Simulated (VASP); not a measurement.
# CsSnI3 (Pm-3m) in VASP: a series of runs, part 2 of 2

VASP 6.6.1.

**3. Single point, PBE**

INCAR reads:

```
SYSTEM = CsSnI3
PREC     = Accurate       ! precision mode
ENCUT    = 520            ! plane-wave cutoff, eV
EDIFF    = 1E-6           ! SCF threshold, eV
ISMEAR   = 0              ! smearing method
SIGMA    = 0.02           ! smearing width, eV
LREAL    = .FALSE.        ! projectors in reciprocal space
LASPH    = .TRUE.         ! aspherical terms in the spheres
NELM     = 100            ! most SCF steps
ALGO     = Normal         ! electronic algorithm
ISIF     = 2              ! what is computed and relaxed
LWAVE    = .FALSE.        ! write WAVECAR
LCHARG   = .TRUE.         ! write CHGCAR
GGA      = PE             ! functional
LELF     = .TRUE.         ! ELF
LVHAR    = .TRUE.       
NBANDS   = 30             ! bands
```

KPOINTS reads:

```
Automatic mesh
0
G
  6 6 6
  0 0 0
```

POSCAR reads:

```
CsSnI3
1.0
    6.2831703419      0.0000000000      0.0000000000
    0.0000000000      6.2831703419      0.0000000000
    0.0000000000      0.0000000000      6.2831703419
Cs Sn I
1 1 3
Direct
    0.0000000000      0.0000000000      0.0000000000
    0.5000000000      0.5000000000      0.5000000000
    0.0000000000      0.5000000000      0.5000000000
    0.5000000000      0.0000000000      0.5000000000
    0.5000000000      0.5000000000      0.0000000000
```

Potentials or basis: VASP PAW PBE potentials, release 64 (Cs_sv, Sn_d, I).

Started as:

```console
$ cat potpaw_PBE.64/Cs_sv/POTCAR potpaw_PBE.64/Sn_d/POTCAR potpaw_PBE.64/I/POTCAR > POTCAR
$ mpirun -np 1 vasp_std > vasp.out
```

OUTCAR:

```text
SYSTEM = CsSnI3
   PREC = Accurate
   ENCUT = 520
   EDIFF = 1E-6
   ISMEAR = 0
   LREAL = .FALSE.
   LASPH = .TRUE.
   NELM = 100
   ISIF = 2
   GGA = PE

 ion  position               nearest neighbor table
   1  0.000  0.000  0.000-
   2  0.500  0.500  0.500-   3 3.14   4 3.14   5 3.14   5 3.14   4 3.14   3 3.14
   3  0.000  0.500  0.500-   2 3.14   2 3.14
   4  0.500  0.000  0.500-   2 3.14   2 3.14
   5  0.500  0.500  0.000-   2 3.14   2 3.14

  LATTYP: Found a simple cubic cell.
 ALAT       =     6.2831703419

  Lattice vectors:

 A1 = (   6.2831703419,   0.0000000000,   0.0000000000)
 A2 = (   0.0000000000,   6.2831703419,   0.0000000000)
 A3 = (   0.0000000000,   0.0000000000,   6.2831703419)

Analysis of symmetry for initial positions (statically):
=====================================================================
 Subroutine PRICEL returns:
 Original cell was already a primitive cell.

 Routine SETGRP: Setting up the symmetry group for a
 simple cubic supercell.

 Subroutine GETGRP returns: Found 48 space group operations
 (whereof 48 operations were pure point group operations)
 out of a pool of 48 trial point group operations.

The static configuration has the point symmetry O_h .

Analysis of symmetry for dynamics (positions and initial velocities):
=====================================================================
 Subroutine PRICEL returns:
 Original cell was already a primitive cell.

 Routine SETGRP: Setting up the symmetry group for a
 simple cubic supercell.

 Subroutine GETGRP returns: Found 48 space group operations
 (whereof 48 operations were pure point group operations)
 out of a pool of 48 trial point group operations.

The dynamic configuration has the point symmetry O_h .

 Subroutine INISYM returns: Found 48 space group operations
 (whereof 48 operations are pure point group operations),
 and found     1 'primitive' translations
[... 114 lines left out ...]
   IMIX   =      4    mixing-type and parameters
     AMIX     =   0.40;   BMIX     =  1.00
     AMIX_MAG =   1.60;   BMIX_MAG =  1.00
  volume/ion in A,a.u.               =      49.61       334.78
  Fermi-wavevector in a.u.,A,eV,Ry     =   0.919843  1.738251 11.512033  0.846111
  Thomas-Fermi vector in A             =   2.045082
   LORBIT       =      0    0 simple, 1 ext, 2 COOP (PROOUT), +10 PAW based schemes
   GGA     = PE    functional components
   LHFCALC =     F    Hartree Fock is set to
   AEXX    =    0.0000 exact exchange contribution
   IVDW    =     0    specifies the selected vdW correction
   LEPSILON=     F    determine dielectric tensor
   LRPA    =     F    only Hartree local field effects (RPA)
 non-spin polarized calculation
 Gauss-broadening in eV      SIGMA  =   0.02
  energy-cutoff  :      520.00
  volume of cell :      248.05
 maximum number of plane-waves:      6704
 NGX is ok and might be reduce to    48
   NGX = 23   NGY = 23   NGZ = 23

 number of electron      43.9999981 magnetization

 Free energy of the ion-electron system (eV)
  ---------------------------------------------------
  ext. energy  EPLUGINS =         0.00000000
  ---------------------------------------------------
  free energy    TOTEN  =       -14.02992659 eV

  energy without entropy =      -14.02992659  energy(sigma->0) =      -14.02992659

 E-fermi :   2.5890     XC(G=0):  -7.3722

 val. band max:        2.4488482792   @ k =   0.5000   0.5000   0.5000
 cond. band min:       2.9188081622   @ k =   0.5000   0.5000   0.5000
 fundamental gap:      0.4699598831
 Fermi energy:         2.5890479333

 k-point     1 :       0.0000    0.0000    0.0000
  band No.  band energies     occupation
      1     -19.7294      2.00000
      2     -19.5566      2.00000
      3     -19.5566      2.00000
      4     -19.5411      2.00000
      5     -19.5411      2.00000
      6     -19.5411      2.00000
[... 649 lines left out ...]
     29       6.6170      0.00000
     30       7.7667      0.00000

------------------------ aborting loop because EDIFF is reached ----------------------------------------

  FORCE on cell =-STRESS in cart. coord.  units (eV):
  Direction    XX          YY          ZZ          XY          YZ          ZX
  --------------------------------------------------------------------------------------
  -------------------------------------------------------------------------------------
  Total        0.0227158      0.0227158      0.0227158      0.0000000      0.0000000     -0.0000000
  in kB        0.1467241      0.1467241      0.1467241      0.0000000      0.0000000     -0.0000000
  external PRESSURE =       0.1467241 kB  Pullay stress =       0.0000000 kB

 VOLUME and BASIS-vectors are now :
 -----------------------------------------------------------------------------
  energy-cutoff  :      520.00
  volume of cell :      248.05
      direct lattice vectors                 reciprocal lattice vectors
     6.283170342  0.000000000  0.000000000     0.159155322  0.000000000  0.000000000
     0.000000000  6.283170342  0.000000000     0.000000000  0.159155322  0.000000000
     0.000000000  0.000000000  6.283170342     0.000000000  0.000000000  0.159155322

 POSITION                                       TOTAL-FORCE (eV/Angst)
 -----------------------------------------------------------------------------------
      0.00000      0.00000      0.00000         0.000000      0.000000      0.000000
      3.14159      3.14159      3.14159         0.000000      0.000000      0.000000
      0.00000      3.14159      3.14159         0.000000      0.000000      0.000000
      3.14159      0.00000      3.14159         0.000000      0.000000      0.000000
      3.14159      3.14159      0.00000         0.000000      0.000000      0.000000
 -----------------------------------------------------------------------------------
    total drift:                                0.000000     -0.000000     -0.000000

  FREE ENERGIE OF THE ION-ELECTRON SYSTEM (eV)
  ---------------------------------------------------
  free  energy   TOTEN  =       -14.0299265865 eV

  energy  without entropy=      -14.0299265865  energy(sigma->0) =      -14.02992659
```

stdout:

```text
POSCAR found type information on POSCAR CsSnI
 POSCAR found :  3 types and       5 ions
 scaLAPACK will be used
 LDA part: xc-table for (Slater+PW92), standard interpolation
 POSCAR, INCAR and KPOINTS ok, starting setup
 FFT: planning ... GRIDC
 FFT: planning ... GRID_SOFT
 FFT: planning ... GRID
 WAVECAR not read
 entering main loop
```

Wall time 63 s (1 thread of Intel Xeon 6975P-C (Granite Rapids), shared host); peak memory 0.41 GiB.

What came out:

- Free energy: -14.0299 eV
- Pressure: 0.0 GPa
- Band gap on the k mesh: 0.47 eV

Caveat: semilocal functionals underestimate gaps, and a narrow one can read as zero; spin-orbit coupling is left out, which moves the levels of the heavy elements.

**4. Relaxation of cell and atoms, PBE**

This run uses another cell than the first one, of 47.80 Å³/atom.

INCAR reads:

```
SYSTEM = CsSnI3
PREC = Accurate
ENCUT = 600
EDIFF = 1E-6
ISMEAR = 0
SIGMA = 0.02
LREAL = .FALSE.
LASPH = .TRUE.
NELM = 100
ALGO = Normal
ISIF = 3
LWAVE = .FALSE.
LCHARG = .FALSE.
GGA = PE
IBRION = 2
NSW = 100
EDIFFG = -0.005
```

KPOINTS reads:

```
regular mesh
0
G
  6 6 6
  0 0 0
```

Edit POSCAR of step 3 so:

```diff
@@ -2,5 +2,5 @@
 1.0
-    6.2831703419      0.0000000000      0.0000000000
-    0.0000000000      6.2831703419      0.0000000000
-    0.0000000000      0.0000000000      6.2831703419
+    6.2057000000      0.0000000000      0.0000000000
+    0.0000000000      6.2057000000      0.0000000000
+    0.0000000000      0.0000000000      6.2057000000
 Cs Sn I
```

Potentials or basis: VASP PAW PBE potentials, release 64 (Cs_sv, Sn_d, I).

Started as:

```console
$ cat potpaw_PBE.64/Cs_sv/POTCAR potpaw_PBE.64/Sn_d/POTCAR potpaw_PBE.64/I/POTCAR > POTCAR
$ mpirun -np 1 vasp_std > vasp.out
```

OUTCAR:

```text
SYSTEM = CsSnI3
   PREC = Accurate
   ENCUT = 600
   EDIFF = 1E-6
   ISMEAR = 0
   LREAL = .FALSE.
   LASPH = .TRUE.
   NELM = 100
   ISIF = 3
   GGA = PE
   IBRION = 2
   NSW = 100
   EDIFFG = -0.005

 ion  position               nearest neighbor table
   1  0.000  0.000  0.000-
   2  0.500  0.500  0.500-   3 3.10   4 3.10   5 3.10   5 3.10   4 3.10   3 3.10
   3  0.000  0.500  0.500-   2 3.10   2 3.10
   4  0.500  0.000  0.500-   2 3.10   2 3.10
   5  0.500  0.500  0.000-   2 3.10   2 3.10

  LATTYP: Found a simple cubic cell.
 ALAT       =     6.2057000000

  Lattice vectors:

 A1 = (   6.2057000000,   0.0000000000,   0.0000000000)
 A2 = (   0.0000000000,   6.2057000000,   0.0000000000)
 A3 = (   0.0000000000,   0.0000000000,   6.2057000000)

Analysis of symmetry for initial positions (statically):
=====================================================================
 Subroutine PRICEL returns:
 Original cell was already a primitive cell.

 Routine SETGRP: Setting up the symmetry group for a
 simple cubic supercell.

 Subroutine GETGRP returns: Found 48 space group operations
 (whereof 48 operations were pure point group operations)
[... 154 lines left out ...]
 NGX is ok and might be reduce to    50
   NGX = 25   NGY = 25   NGZ = 25

--------------------------------------- Ionic step        1  -------------------------------------------

 number of electron      43.9999989 magnetization

 Free energy of the ion-electron system (eV)
  ---------------------------------------------------
  ext. energy  EPLUGINS =         0.00000000
  ---------------------------------------------------
  free energy    TOTEN  =       -14.01128344 eV

  energy without entropy =      -14.01128344  energy(sigma->0) =      -14.01128344

------------------------ aborting loop because EDIFF is reached ----------------------------------------

  FORCE on cell =-STRESS in cart. coord.  units (eV):
  Direction    XX          YY          ZZ          XY          YZ          ZX
  --------------------------------------------------------------------------------------
  -------------------------------------------------------------------------------------
  Total        0.9730065      0.9730065      0.9730065     -0.0000000     -0.0000000      0.0000000
  in kB        6.5230991      6.5230991      6.5230991     -0.0000000     -0.0000000      0.0000000
  external PRESSURE =       6.5230991 kB  Pullay stress =       0.0000000 kB
[... 65 lines left out ...]
--------------------------------------- Ionic step        3  -------------------------------------------

 number of electron      44.0000013 magnetization

 Free energy of the ion-electron system (eV)
  ---------------------------------------------------
  ext. energy  EPLUGINS =         0.00000000
  ---------------------------------------------------
  free energy    TOTEN  =       -14.02969115 eV

  energy without entropy =      -14.02969115  energy(sigma->0) =      -14.02969115

 E-fermi :   2.5688     XC(G=0):  -7.3654

 val. band max:        2.4272980463   @ k =   0.5000   0.5000   0.5000
 cond. band min:       2.9045089104   @ k =   0.5000   0.5000   0.5000
 fundamental gap:      0.4772108641
 Fermi energy:         2.5688297803

 k-point     1 :       0.0000    0.0000    0.0000
  band No.  band energies     occupation
      1     -19.7429      2.00000
      2     -19.5728      2.00000
      3     -19.5728      2.00000
      4     -19.5575      2.00000
      5     -19.5575      2.00000
      6     -19.5575      2.00000
[... 601 lines left out ...]
  FREE ENERGIE OF THE ION-ELECTRON SYSTEM (eV)
  ---------------------------------------------------
  free  energy   TOTEN  =       -14.0296911517 eV

  energy  without entropy=      -14.0296911517  energy(sigma->0) =      -14.02969115

 reached required accuracy - stopping structural energy minimisation
```

CONTCAR:

```text
CsSnI3
   1.00000000000000
     6.2867987226784132   -0.0000000000000000    0.0000000000000000
    -0.0000000000000000    6.2867987226784132    0.0000000000000000
    -0.0000000000000000   -0.0000000000000000    6.2867987226784132
  Cs              Sn              I
     1     1     3
Direct
     0.0000000000000000    0.0000000000000000    0.0000000000000000
     0.5000000000000000    0.5000000000000000    0.5000000000000000
     0.0000000000000000    0.5000000000000000    0.5000000000000000
     0.5000000000000000    0.0000000000000000    0.5000000000000000
     0.5000000000000000    0.5000000000000000    0.0000000000000000

  0.00000000E+00  0.00000000E+00  0.00000000E+00
  0.00000000E+00  0.00000000E+00  0.00000000E+00
  0.00000000E+00  0.00000000E+00  0.00000000E+00
  0.00000000E+00  0.00000000E+00  0.00000000E+00
  0.00000000E+00  0.00000000E+00  0.00000000E+00
```

Run time: 2.4 min. Hardware: 1 thread of Intel Xeon 6975P-C (Granite Rapids), shared host; peak memory 0.47 GiB.

Results:

- Free energy: -14.0297 eV
- Relaxed volume: 49.70 Å³/atom
- Relaxed cell: a = 6.287 Å, b = 6.287 Å, c = 6.287 Å, α = 90.00°, β = 90.00°, γ = 90.00°
- Space group after relaxing (to 0.1 Å): Pm-3m (No. 221)
- Energy gained by relaxing: 3.7 meV/atom
- Ionic steps: 3
- Pressure after relaxing: 0.0 GPa
- Band gap on the k mesh: 0.48 eV

Step by step:
```csv
step,energy change (eV),largest force (eV/Å),pressure (GPa),volume (Å³)
1,0.0000,0.0000,0.65,238.99
2,-0.0171,0.0000,0.17,245.78
3,-0.0184,0.0000,-0.01,248.48
```

Final structure:
```yaml
crystal:
  lattice:
    - [6.28680, 0.00000, 0.00000]
    - [0.00000, 6.28680, 0.00000]
    - [0.00000, 0.00000, 6.28680]
  atoms:
    - { symbol: Cs, position: [0.00000, 0.00000, 0.00000] }
    - { symbol: Sn, position: [0.50000, 0.50000, 0.50000] }
    - { symbol: I, position: [0.00000, 0.50000, 0.50000] }
    - { symbol: I, position: [0.50000, 0.00000, 0.50000] }
    - { symbol: I, position: [0.50000, 0.50000, 0.00000] }
```

Levels at points of the mesh, in eV from the valence-band top:
```tsv
k point	band 19	band 20	band 21	band 22	band 23	band 24	band 25	band 26
(0.00, 0.00, 0.00)	-2.11	-1.97	-1.97	-1.97	2.34	3.34	3.34	3.68
(0.50, 0.00, 0.00)	-2.25	-2.07	-2.07	-1.45	1.21	3.82	4.07	4.36
(0.50, 0.50, 0.00)	-2.39	-2.32	-1.57	-0.72	0.90	0.90	3.98	4.34
(0.50, 0.50, 0.50)	-1.55	-1.55	-1.55	0.00	0.48	0.48	0.48	3.18
```

Caveat: semilocal functionals underestimate gaps, and a narrow one can read as zero; spin-orbit coupling is left out, which moves the levels of the heavy elements.

**5. Summary**

| task | cell | cutoff (eV) | smearing | gap on the mesh (eV) | pressure (GPa) |
| --- | --- | --- | --- | --- | --- |
| single point | a = 6.283 Å, 5 atoms | 520 | gaussian 0.05 eV | 0.47 | 0.0 |
| single point | a = 6.283 Å, 5 atoms | 520 | gaussian 0.02 eV | 0.47 | 0.0 |
| relaxation of cell and atoms | relaxed from a = 6.206 Å, 5 atoms | 600 | gaussian 0.02 eV | 0.48 | 0.0 |

Alike in all rows: level PBE; potentials or basis VASP PAW PBE potentials, release 64 (Cs_sv, Sn_d, I); no spin polarisation; k mesh 6 × 6 × 6.

Caveats: semilocal functionals underestimate gaps, and a narrow one can read as zero; spin-orbit coupling is left out, which moves the levels of the heavy elements.

Total energies depend on the potentials used, so only differences within one code and one set of settings carry meaning.
